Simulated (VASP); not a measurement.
# Be (Cmme) in VASP: further runs

The runs below take Be through single point, with PBE.

All numbers are computed with VASP 6.6.1; they aren't measurements. Logs are shortened: lines on timing, memory, paths and dates and some standing lists are left out, and cuts for length are marked.

**1. The cell of the first run**

The structure is orthorhombic, space group Cmme (No. 67). The conventional cell has a = 2.500 Å, b = 3.536 Å, c = 13.608 Å, α = 90.00°, β = 90.00°, γ = 90.00°. Be (site symmetry mm2) has 10 Be at 2.17 to 2.50 Å within 2.9 Å. Be (site symmetry mm2) has 14 Be at 2.17 to 2.50 Å within 2.9 Å. Be (site symmetry mm2) has 14 Be at 2.17 to 2.50 Å within 2.9 Å.

**2. Single point, PBE (the distance across one plane changed)**

Contents of INCAR:

```
SYSTEM = Be
PREC     = Accurate       ! precision mode
ENCUT    = 520            ! plane-wave cutoff, eV
EDIFF    = 1E-7           ! SCF threshold, eV
ISMEAR   = 0              ! smearing method
SIGMA    = 0.15           ! smearing width, eV
LREAL    = .FALSE.        ! projectors in reciprocal space
LASPH    = .TRUE.         ! aspherical terms in the spheres
NELM     = 100            ! most SCF steps
ALGO     = Fast           ! electronic algorithm
ISIF     = 2              ! what is computed and relaxed
LWAVE    = .FALSE.        ! write WAVECAR
LCHARG   = .FALSE.        ! write CHGCAR
GGA      = PE             ! functional
NBANDS   = 15             ! bands
```

Contents of KPOINTS:

```
Automatic mesh
0
G
  28 28 6
  0 0 0
```

Contents of POSCAR:

```
Be
1.0
   -1.2502160087      1.2502160087     -1.2502160087
   -1.2502160087     -1.2502160087      1.2502160087
    0.0000000000      9.6226163958      9.6226163958
Be
6
Direct
    0.0000000000      0.0000000000      0.7145731206
    0.5000000000      0.5000000000      0.0649493814
    0.0000000000      0.0000000000      0.1948741293
    0.5000000000      0.5000000000      0.3247988771
    0.0000000000      0.0000000000      0.4547236249
    0.5000000000      0.5000000000      0.5846483728
```

Potentials or basis: VASP PAW PBE potentials, release 64 (Be).

Launch:

```console
> cat potpaw_PBE.64/Be/POTCAR > POTCAR
> mpirun -np 1 vasp_std > vasp.out
```

OUTCAR:

```text
SYSTEM = Be
   PREC = Accurate
   ENCUT = 520
   EDIFF = 1E-7
   ISMEAR = 0
   LREAL = .FALSE.
   LASPH = .TRUE.
   NELM = 100
   ISIF = 2
   GGA = PE

 ion  position               nearest neighbor table
   1  0.000  0.000  0.715-   6 2.17   6 2.17
   2  0.500  0.500  0.065-   3 2.17   3 2.17
   3  0.000  0.000  0.195-   4 2.17   4 2.17   2 2.17   2 2.17
   4  0.500  0.500  0.325-   5 2.17   5 2.17   3 2.17   3 2.17
   5  0.000  0.000  0.455-   4 2.17   4 2.17   6 2.17   6 2.17
   6  0.500  0.500  0.585-   1 2.17   1 2.17   5 2.17   5 2.17

  LATTYP: Found a base centered orthorhombic cell.
 ALAT       =     2.5004320174
 B/A-ratio  =     1.4142135624
 C/A-ratio  =     5.4424333546

  Lattice vectors:

 A1 = (  -1.2502160087,   1.2502160087,  -1.2502160087)
 A2 = (  -1.2502160087,  -1.2502160087,   1.2502160087)
 A3 = (   0.0000000000,   9.6226163958,   9.6226163958)

Analysis of symmetry for initial positions (statically):
=====================================================================
 Subroutine PRICEL returns:
 Original cell was already a primitive cell.

 Routine SETGRP: Setting up the symmetry group for a
 base centered orthorhombic supercell.

 Subroutine GETGRP returns: Found  8 space group operations
 (whereof  4 operations were pure point group operations)
 out of a pool of  8 trial point group operations.

The static configuration has the point symmetry C_2v.
 The point group associated with its full space group is D_2h.

Analysis of symmetry for dynamics (positions and initial velocities):
=====================================================================
 Subroutine PRICEL returns:
 Original cell was already a primitive cell.

 Routine SETGRP: Setting up the symmetry group for a
 base centered orthorhombic supercell.

 Subroutine GETGRP returns: Found  8 space group operations
 (whereof  4 operations were pure point group operations)
 out of a pool of  8 trial point group operations.

The dynamic configuration has the point symmetry C_2v.
 The point group associated with its full space group is D_2h.

 Subroutine INISYM returns: Found  8 space group operations
 (whereof  4 operations are pure point group operations),
 and found     1 'primitive' translations

----------------------------------------------------------------------------------------

                                     Primitive cell

  volume of cell :      60.1621

  direct lattice vectors                    reciprocal lattice vectors
    -1.250216009  1.250216009 -1.250216009    -0.399930889  0.199965445 -0.199965445
    -1.250216009 -1.250216009  1.250216009    -0.399930889 -0.199965445  0.199965445
     0.000000000  9.622616396  9.622616396     0.000000000  0.051960920  0.051960920

  length of vectors
     2.165437648  2.165437648 13.608434612     0.489813305  0.489813305  0.073483838

  position of ions in fractional coordinates (direct lattice)
     0.000000000  0.000000000  0.714573121
     0.500000000  0.500000000  0.064949381
     0.000000000  0.000000000  0.194874129
     0.500000000  0.500000000  0.324798877
     0.000000000  0.000000000  0.454723625
     0.500000000  0.500000000  0.584648373

  ion indices of the primitive-cell ions
   primitive index   ion index
                 1           1
                 2           2
                 3           3
                 4           4
                 5           5
                 6           6

----------------------------------------------------------------------------------------

 KPOINTS: Automatic mesh

Automatic generation of k-mesh.
 Grid dimensions read from file:
 generate k-points for:   28   28    6

 Generating k-lattice:

  Cartesian coordinates                     Fractional coordinates (reciprocal lattice)
    -0.014283246  0.007141623 -0.007141623     0.035714286  0.000000000  0.000000000
    -0.014283246 -0.007141623  0.007141623     0.000000000  0.035714286  0.000000000
     0.000000000  0.008660153  0.008660153     0.000000000  0.000000000  0.166666667

  Length of vectors
     0.017493332  0.017493332  0.012247306

  Shift w.r.t. Gamma in fractional coordinates (k-lattice)
     0.000000000  0.000000000  0.000000000

 Subroutine IBZKPT returns following result:
 ===========================================

 Found    844 irreducible k-points:

 Following reciprocal coordinates:
            Coordinates               Weight
  0.000000  0.000000  0.000000      1.000000
  0.035714  0.000000  0.000000      4.000000
  0.071429  0.000000  0.000000      4.000000
  0.107143  0.000000  0.000000      4.000000
  0.142857  0.000000  0.000000      4.000000
  0.178571  0.000000  0.000000      4.000000
[... 16 lines left out ...]
  0.285714  0.035714  0.000000      4.000000
  0.321429  0.035714  0.000000      4.000000
 [... further k-points ...]
   k-points           NKPTS =    844   k-points in BZ     NKDIM =    844   number of bands    NBANDS=     15
   number of dos      NEDOS =    301   number of ions     NIONS =      6
   total plane-waves  NPLWV =  27648
   dimension x,y,z NGX =    16 NGY =   16 NGZ =  108
   dimension x,y,z NGXF=    32 NGYF=   32 NGZF=  216
   ions per type =               6
   NGX,Y,Z   is equivalent  to a cutoff of  12.28, 12.28, 13.19 a.u.
   NGXF,Y,Z  is equivalent  to a cutoff of  24.57, 24.57, 26.39 a.u.
 SYSTEM =  Be
   PREC   = accura    normal or accurate (medium, high low for compatibility)
   ISTART =      0    job   : 0-new  1-cont  2-samecut
   ICHARG =      2    charge: 1-file 2-atom 10-const
   ISPIN  =      1    spin polarized calculation?
   LNONCOLLINEAR =      F non collinear calculations
   LSORBIT =      F    spin-orbit coupling
   LASPH  =      T    aspherical Exc in radial PAW
   ENCUT  =  520.0 eV  38.22 Ry    6.18 a.u.   4.03  4.03 25.30*2*pi/ulx,y,z
   NELM   =    100;   NELMIN=  2; NELMDL= -5     # of ELM steps
   EDIFF  = 0.1E-06   stopping-criterion for ELM
   LREAL  =      F    real-space projection
   EDIFFG = 0.1E-05   stopping-criterion for IOM
   NSW    =      0    number of steps for IOM
   IBRION =     -1    ionic relax: 0-MD 1-quasi-New 2-CG
   NFREE  =      0    steps in history (QN), initial steepest desc. (CG)
   ISIF   =      2    stress and relaxation
   ISYM   =      2    0-nonsym 1-usesym 2-fastsym
   POTIM  = 0.5000    time-step for ionic-motion
   TEBEG  =    0.0;   TEEND  =   0.0 temperature during run
   PSTRESS=    0.0 pullay stress
   NELECT =      12.0000    total number of electrons
   NUPDOWN=      -1.0000    fix difference up-down
   EMIN   =  10.00;   EMAX   =-10.00  energy-range for DOS
   EFERMI =   0.00;   METHOD = LEGACY
   ISMEAR =     0;   SIGMA  =   0.15  broadening in eV -4-tet -1-fermi 0-gaus
   EFERMI_NEDOS =   21; number of points for ismear=-14 and -15
   IALGO  =     68    algorithm
   IMIX   =      4    mixing-type and parameters
     AMIX     =   0.40;   BMIX     =  1.00
     AMIX_MAG =   1.60;   BMIX_MAG =  1.00
  volume/ion in A,a.u.               =      10.03        67.67
  Fermi-wavevector in a.u.,A,eV,Ry     =   0.956520  1.807561 12.448391  0.914931
  Thomas-Fermi vector in A             =   2.085456
   LORBIT       =      0    0 simple, 1 ext, 2 COOP (PROOUT), +10 PAW based schemes
   GGA     = PE    functional components
   LHFCALC =     F    Hartree Fock is set to
   AEXX    =    0.0000 exact exchange contribution
   IVDW    =     0    specifies the selected vdW correction
   LEPSILON=     F    determine dielectric tensor
   LRPA    =     F    only Hartree local field effects (RPA)
 non-spin polarized calculation
 RMM-DIIS sequential band-by-band and
 Gauss-broadening in eV      SIGMA  =   0.15
  energy-cutoff  :      520.00
  volume of cell :       60.16
 maximum number of plane-waves:      1664
   NGX =  9   NGY =  9   NGZ = 51

 number of electron      12.0000000 magnetization

 Free energy of the ion-electron system (eV)
  ---------------------------------------------------
  ext. energy  EPLUGINS =         0.00000000
  ---------------------------------------------------
  free energy    TOTEN  =       -21.44645393 eV

  energy without entropy =      -21.43820558  energy(sigma->0) =      -21.44232975

 E-fermi :   4.5352     XC(G=0):  -9.2966

 val. band max:        4.5244571742   @ k =   0.2857  -0.0000   0.5000
 cond. band min:       4.5372288015   @ k =   0.4643   0.3214   0.5000
 fundamental gap:      0.0127716274
 Fermi energy:         4.5352443437

 k-point     1 :       0.0000    0.0000    0.0000
  band No.  band energies     occupation
      1      -6.8272      2.00000
      2      -5.9833      2.00000
      3      -4.8496      2.00000
      4      -3.3537      2.00000
      5      -1.6425      2.00000
      6       1.5161      2.00000
      7       1.5336      2.00000
      8       7.4355      0.00000
      9       8.7521      0.00000
     10      13.0449      0.00000
     11      13.9211      0.00000
     12      17.7996      0.00000
     13      18.7242      0.00000
     14      19.9486      0.00000
     15      20.1568      0.00000

 k-point     2 :       0.0357    0.0000    0.0000
  band No.  band energies     occupation
      1      -6.7935      2.00000
      2      -5.9494      2.00000
      3      -4.8155      2.00000
      4      -3.3188      2.00000
      5      -1.6052      2.00000
      6       1.5509      2.00000
      7       1.5760      2.00000
      8       7.4499      0.00000
      9       8.7793      0.00000
     10      13.0716      0.00000
     11      13.9376      0.00000
     12      17.6606      0.00000
     13      18.5777      0.00000
     14      19.7930      0.00000
     15      20.2622      0.00000

 k-point     3 :       0.0714    0.0000    0.0000
  band No.  band energies     occupation
      1      -6.6924      2.00000
      2      -5.8480      2.00000
      3      -4.7131      2.00000
      4      -3.2142      2.00000
      5      -1.4937      2.00000
      6       1.6548      2.00000
      7       1.7031      2.00000
      8       7.4911      0.00000
      9       8.8589      0.00000
     10      13.1492      0.00000
     11      13.9823      0.00000
     12      17.1649      0.00000
     13      18.0644      0.00000
     14      19.2570      0.00000
     15      19.8222      0.00000
[... 343 lines left out ...]
 k-point    23 :       0.2857    0.0357    0.0000
  band No.  band energies     occupation
      1      -4.4568      2.00000
      2      -3.6255      2.00000
      3      -2.5034      2.00000
      4      -1.0119      2.00000
      5       0.7723      2.00000
      6       3.3656      2.00000
      7       4.4604      1.51963
      8       7.0755      0.00000
      9       8.3998      0.00000
     10      10.2283      0.00000
     11      11.4654      0.00000
     12      11.5391      0.00000
     13      12.6819      0.00000
     14      13.8150      0.00000
     15      15.7440      0.00000

 k-point    24 :       0.3214    0.0357    0.0000
  band No.  band energies     occupation
      1      -3.8648      2.00000
      2      -3.0459      2.00000
      3      -1.9439      2.00000
      4      -0.4872      2.00000
      5       1.2478      2.00000
      6       3.3348      2.00000
      7       5.1305      0.00000
      8       6.8076      0.00000
      9       7.6120      0.00000
     10       9.0821      0.00000
     11      10.5084      0.00000
     12      11.5481      0.00000
     13      12.5077      0.00000
     14      12.7582      0.00000
     15      15.0745      0.00000

 [... further k-points ...]

------------------------ aborting loop because EDIFF is reached ----------------------------------------

  FORCE on cell =-STRESS in cart. coord.  units (eV):
  Direction    XX          YY          ZZ          XY          YZ          ZX
  --------------------------------------------------------------------------------------
  -------------------------------------------------------------------------------------
  Total       -2.1441917     -0.1992784     -0.1992784      0.0000000      1.0819634      0.0000000
  in kB      -57.1019465     -5.3069804     -5.3069804      0.0000000     28.8137573      0.0000000
  external PRESSURE =     -22.5719691 kB  Pullay stress =       0.0000000 kB

 VOLUME and BASIS-vectors are now :
 -----------------------------------------------------------------------------
  energy-cutoff  :      520.00
  volume of cell :       60.16
      direct lattice vectors                 reciprocal lattice vectors
    -1.250216009  1.250216009 -1.250216009    -0.399930889  0.199965445 -0.199965445
    -1.250216009 -1.250216009  1.250216009    -0.399930889 -0.199965445  0.199965445
     0.000000000  9.622616396  9.622616396     0.000000000  0.051960920  0.051960920

 POSITION                                       TOTAL-FORCE (eV/Angst)
 -----------------------------------------------------------------------------------
      0.00000      6.87606      6.87606        -0.000000      0.075426      0.075426
     -1.25022      0.62498      0.62498        -0.000000     -0.075426     -0.075426
      0.00000      1.87520      1.87520         0.000000     -0.002071     -0.002071
     -1.25022      3.12542      3.12542        -0.000000      0.003548      0.003548
      0.00000      4.37563      4.37563        -0.000000     -0.003548     -0.003548
     -1.25022      5.62585      5.62585        -0.000000      0.002071      0.002071
 -----------------------------------------------------------------------------------
    total drift:                               -0.000000     -0.000000     -0.000000

  FREE ENERGIE OF THE ION-ELECTRON SYSTEM (eV)
  ---------------------------------------------------
  free  energy   TOTEN  =       -21.4464539283 eV

  energy  without entropy=      -21.4382055750  energy(sigma->0) =      -21.44232975
```

Run time: 5.6 min. Hardware: 1 thread of AMD EPYC 9R45 (Zen 5), shared host; peak memory 0.58 GiB.

What came out:

```
Free energy            : -21.4465 eV
Pressure               : -2.3 GPa
Largest force          : 0.107 eV/Å
Band gap on the k mesh : zero (bands 6 and 7 overlap by 5.58 eV)
```

Forces in eV/Å, atoms in the order of the input:
```
Be   0.000  0.075  0.075
Be   0.000 -0.075 -0.075
Be   0.000 -0.002 -0.002
Be   0.000  0.004  0.004
Be   0.000 -0.004 -0.004
Be   0.000  0.002  0.002
```

Levels at points of the mesh, in eV from the Fermi level:
| k point | band 2 | band 3 | band 4 | band 5 | band 6 | band 7 | band 8 | band 9 | band 10 | band 11 |
| --- | --- | --- | --- | --- | --- | --- | --- | --- | --- | --- |
| (0.00, 0.00, 0.00) | -10.52 | -9.38 | -7.89 | -6.18 | -3.02 | -3.00 | 2.90 | 4.22 | 8.51 | 9.39 |
| (0.50, 0.00, 0.00) | -4.96 | -4.60 | -4.60 | -3.27 | -3.27 | 1.58 | 1.58 | 2.78 | 2.78 | 4.95 |
| (0.50, 0.50, 0.00) | -3.27 | -1.92 | -0.17 | 1.17 | 1.67 | 1.88 | 2.34 | 3.23 | 3.80 | 4.12 |
| (0.00, 0.00, 0.50) | -10.52 | -9.38 | -7.91 | -6.13 | -3.45 | -2.54 | 2.37 | 5.97 | 6.05 | 11.90 |
| (0.50, 0.00, 0.50) | -4.96 | -4.60 | -4.60 | -3.27 | -3.27 | 1.58 | 1.58 | 2.80 | 2.80 | 4.82 |
| (0.50, 0.50, 0.50) | -3.27 | -1.92 | -0.18 | 1.17 | 1.67 | 1.90 | 2.34 | 3.23 | 3.78 | 4.12 |

Caveat: the cell differs from its parent crystal (the distance across one plane changed); the stress differs along the axes, from -6 to -1 GPa.

**3. Single point, PBE (the distance across one plane changed)**

Contents of INCAR:

```
SYSTEM = Be
  PREC = Accurate
  ENCUT = 520
  EDIFF = 1E-6
  ISMEAR = 0
  SIGMA = 0.15
  LREAL = .FALSE.
  LASPH = .TRUE.
  NELM = 100
  ALGO = Fast
  ISIF = 2
  LWAVE = .FALSE.
  LCHARG = .FALSE.
  GGA = PE
  NBANDS = 15
```

KPOINTS is that of step 2.

Contents of POSCAR:

```
Be
1.0
   -1.2502160087      1.2502160087     -1.2502160087
   -1.2502160087     -1.2502160087      1.2502160087
    0.0000000000     11.7439367393     11.7439367393
Be
6
Direct
    0.0000000000      0.0000000000      0.5854989838
    0.5000000000      0.5000000000      0.0532175025
    0.0000000000      0.0000000000      0.1596737988
    0.5000000000      0.5000000000      0.2661300950
    0.0000000000      0.0000000000      0.3725863913
    0.5000000000      0.5000000000      0.4790426875
```

Potentials or basis: VASP PAW PBE potentials, release 64 (Be).

Launch:

```console
> cat potpaw_PBE.64/Be/POTCAR > POTCAR
> mpirun -np 1 vasp_std > vasp.out
```

It took 6.9 min on 1 thread of AMD EPYC 9R45 (Zen 5), shared host; peak memory 0.69 GiB.

Results (log left out):

- Free energy: -21.4431 eV
- Pressure: -1.8 GPa
- Largest force: 0.100 eV/Å
- Band gap on the k mesh: zero (bands 6 and 7 overlap by 5.36 eV)

Forces in eV/Å, atoms in the order of the input:
```
Be   0.000  0.071  0.071
Be   0.000 -0.071 -0.071
Be   0.000 -0.002 -0.002
Be   0.000  0.003  0.003
Be   0.000 -0.003 -0.003
Be   0.000  0.002  0.002
```

Stress tensor (GPa, compression positive):
```
-4.68  0.00  0.00
 0.00 -0.43  2.37
 0.00  2.37 -0.43
```

Levels at points of the mesh, in eV from the Fermi level:
```csv
k point,band 4,band 5,band 6,band 7,band 8,band 9
"(0.00, 0.00, 0.00)",-7.90,-6.16,-3.23,-2.78,2.62,3.87
"(0.50, 0.00, 0.00)",-4.60,-3.27,-3.27,1.58,1.58,2.79
"(0.50, 0.50, 0.00)",-0.18,1.17,1.67,1.89,2.34,3.23
"(0.00, 0.00, 0.50)",-7.90,-6.16,-3.24,-2.77,2.51,4.58
"(0.50, 0.00, 0.50)",-4.60,-3.27,-3.27,1.58,1.58,2.79
"(0.50, 0.50, 0.50)",-0.18,1.17,1.67,1.89,2.34,3.23
```

Caveat: the cell differs from its parent crystal (the distance across one plane changed).
